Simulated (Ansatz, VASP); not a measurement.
# One calculation of SbTe2O3, two programs

```
Sb Te O
1.0
     3.54117    0.00000    0.00000
    -1.77059    3.06674    0.00000
     0.00000    0.00000   10.55481
Sb Te O
1 2 3
Direct
  0.00000 0.00000 0.50000
  0.00000 0.00000 0.77283
  0.00000 0.00000 0.22717
  0.33333 0.66667 0.00000
  0.66667 0.33333 0.00000
  0.00000 0.00000 0.00000
```

Alike in both runs: functional PBE; k mesh 6 × 6 × 4; occupations gaussian, width 0.1 eV; no spin polarisation.

Ansatz relaxed the structure, and its values are those at the end. VASP's run is a single point on that final structure, the one shown.

|  | VASP | Ansatz |
| --- | --- | --- |
| version | VASP 6.6.1 | Ansatz 0.2.0 |
| potentials or method | VASP PAW PBE potentials, release 64 (Sb, Te, O), cutoff 520 eV | scalar-relativistic, plane waves, PAW |
| valence electrons in the cell | 35 | 65 |

```csv
,VASP,Ansatz,Ansatz less VASP
gap on the k mesh at the Fermi level (eV),none,none,-
pressure (GPa),-0.1,0.2,+0.23
rms of the force components (eV/Å),0.007,0.000,-0.0072
```

A gap of «none» marks a metal or a gap that the smearing closes. VASP's potentials hold 35 valence electrons a cell and Ansatz's 65, so a difference there can come from the potentials and not from the codes.

Spin-orbit coupling is off throughout.
